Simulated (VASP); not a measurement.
Ga3Sb: single point with PBEsol

Crystal: Ga3Sb.

```
CELL_PARAMETERS angstrom
2.12931 -2.12931 -4.54529
2.12931 -2.12931 4.54529
-4.25863 -4.25863 0.00000
ATOMIC_POSITIONS crystal
Ga 0.00000 0.50000 0.25000
Ga 0.50000 0.00000 0.75000
Ga 0.50000 0.00000 0.25000
Ga 0.00000 0.50000 0.75000
Ga 0.50000 0.50000 0.00000
Ga 0.00000 0.00000 0.50000
Sb 0.00000 0.00000 0.00000
Sb 0.50000 0.50000 0.50000
```

* Program: VASP 6.6.1
* Task: single point
* Functional: PBEsol
* Potentials or basis: VASP PAW PBE potentials, release 64 (Ga_d, Sb)
* Cutoff: 500 eV
* k mesh: 8 × 8 × 6
* Occupations: gaussian, width 0.15 eV
* Spin: no spin polarisation
* Dipole correction: no
* Further INCAR settings: ALGO = Normal; EDIFF = 1e-06; NBANDS = 54

The pressure is 0.2 GPa. The band gap on the k mesh is zero (bands 44 and 45 overlap by 2.36 eV).

Stress tensor (GPa, compression positive):
```
 0.30  0.19  0.00
 0.19  0.30  0.00
 0.00  0.00 -0.06
```

Levels at points of the mesh, in eV from the Fermi level:
```tsv
k point	band 41	band 42	band 43	band 44	band 45	band 46	band 47	band 48
(0.00, 0.00, 0.00)	-1.94	-1.94	-1.87	-0.46	-0.46	-0.25	0.25	0.32
(0.50, 0.00, 0.00)	-1.93	-1.93	-1.16	-1.16	1.22	1.22	2.33	2.33
(0.50, 0.50, 0.00)	-3.30	-2.53	-0.25	0.25	0.32	1.08	2.42	2.96
(0.00, 0.00, 0.50)	-3.48	-3.48	-2.36	-2.36	-1.26	-1.26	2.81	2.81
(0.50, 0.00, 0.50)	-0.52	-0.52	-0.35	-0.35	0.23	0.23	1.82	1.82
(0.50, 0.50, 0.50)	0.10	0.10	0.18	0.18	0.65	0.65	1.54	1.54
```

It took 8.5 min on 1 thread of Intel(R) Xeon(R) Platinum 8488C (Sapphire Rapids) (shared host), peak memory 0.62 GiB.

Caveat: the PAW data sets were made with another functional, which shifts forces and pressure a little; spin-orbit coupling is left out, which moves the levels of the heavy elements.
